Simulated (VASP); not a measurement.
**BN: relaxation of shape and atoms at fixed volume with PBE**

BN:

```
B N
1.0
     2.48563    0.00000    0.00000
    -1.24281    2.15262    0.00000
     0.00000    0.00000    8.03625
B N
2 2
Direct
  0.33333 0.66667 0.25000
  0.66667 0.33333 0.75000
  0.33333 0.66667 0.75000
  0.66667 0.33333 0.25000
```

```json
{
 "Program": "VASP 6.6.1",
 "Task": "relaxation of shape and atoms at fixed volume",
 "Functional": "PBE",
 "Potentials or basis": "VASP PAW PBE potentials, release 64 (B, N)",
 "Cutoff": "600 eV",
 "k mesh": "12 × 12 × 4",
 "Occupations": "gaussian, width 0.02 eV",
 "Spin": "no spin polarisation",
 "Dipole correction": "no",
 "Further INCAR settings": "ALGO = Normal; EDIFF = 1e-07; IBRION = 2; EDIFFG = -0.01; NSW = 50; ISIF = 4"
}
```

```json
{
 "Energy gained by relaxing": "6.9 meV/atom",
 "Ionic steps": "2",
 "Pressure after relaxing": "-0.1 GPa",
 "Band gap on the k mesh": "4.51 eV (least direct gap 4.65 eV)"
}
```

Step by step:
| step | energy change (eV) | largest force (eV/Å) | pressure (GPa) | volume (Å³) |
| --- | --- | --- | --- | --- |
| 1 | 0.0000 | 0.0000 | 6.49 | 43.00 |
| 2 | -0.0277 | 0.0000 | -0.06 | 43.00 |

Final structure:
```yaml
crystal:
  lattice:
    - [2.51231, 0.00000, 0.00000]
    - [-1.25615, 2.17572, 0.00000]
    - [0.00000, 0.00000, 7.86648]
  atoms:
    - { symbol: B, position: [0.33333, 0.66667, 0.25000] }
    - { symbol: B, position: [0.66667, 0.33333, 0.75000] }
    - { symbol: N, position: [0.33333, 0.66667, 0.75000] }
    - { symbol: N, position: [0.66667, 0.33333, 0.25000] }
```

Levels at points of the mesh, in eV from the valence-band top:
| k point | band 6 | band 7 | band 8 | band 9 | band 10 | band 11 |
| --- | --- | --- | --- | --- | --- | --- |
| (0.00, 0.00, 0.00) | -1.35 | -1.34 | -1.34 | 4.54 | 8.36 | 10.73 |
| (0.50, 0.00, 0.00) | -4.11 | -1.08 | -0.72 | 4.51 | 5.11 | 9.41 |
| (0.00, 0.00, 0.50) | -1.35 | -1.35 | -1.35 | 6.06 | 6.06 | 11.51 |
| (0.50, 0.00, 0.50) | -4.12 | -0.90 | -0.90 | 4.76 | 4.76 | 9.71 |

Wall time 92 s on 1 thread of Intel Xeon 8259CL, on a shared host, peak memory 0.18 GiB.

Caveat: this functional lacks dispersion, which binds layers or chains, so the pressure and a relaxed spacing across them are unreliable. A k mesh can miss the band edges.
